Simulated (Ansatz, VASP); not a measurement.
# TeW: VASP beside Ansatz

```
Te W
1.0
     0.00000    3.05527    3.05527
     3.05527    0.00000    3.05527
     3.05527    3.05527    0.00000
Te W
1 1
Direct
  0.00000 0.00000 0.00000
  0.25000 0.25000 0.25000
```

Alike in both runs: functional PBE; k mesh 6 × 6 × 6; occupations gaussian, width 0.2 eV; no spin polarisation.

Ansatz relaxed the structure, and its values are those at the end. VASP's run is a single point on that final structure, the one shown.

|  | VASP | Ansatz |
| --- | --- | --- |
| version | VASP 6.6.1 | Ansatz 0.2.0 |
| potentials or method | VASP PAW PBE potentials, release 64 (Te, W_sv), cutoff 500 eV | scalar-relativistic, plane waves, PAW |
| valence electrons in the cell | 20 | 30 |

|  | VASP | Ansatz | Ansatz less VASP |
| --- | --- | --- | --- |
| gap on the k mesh at the Fermi level (eV) | none | none | - |
| pressure (GPa) | -0.4 | -0.4 | +0.01 |

A gap of «none» marks a metal or a gap that the smearing closes. VASP's potentials hold 20 valence electrons a cell and Ansatz's 30, so a difference there can come from the potentials and not from the codes.

Neither program's run includes spin-orbit coupling.
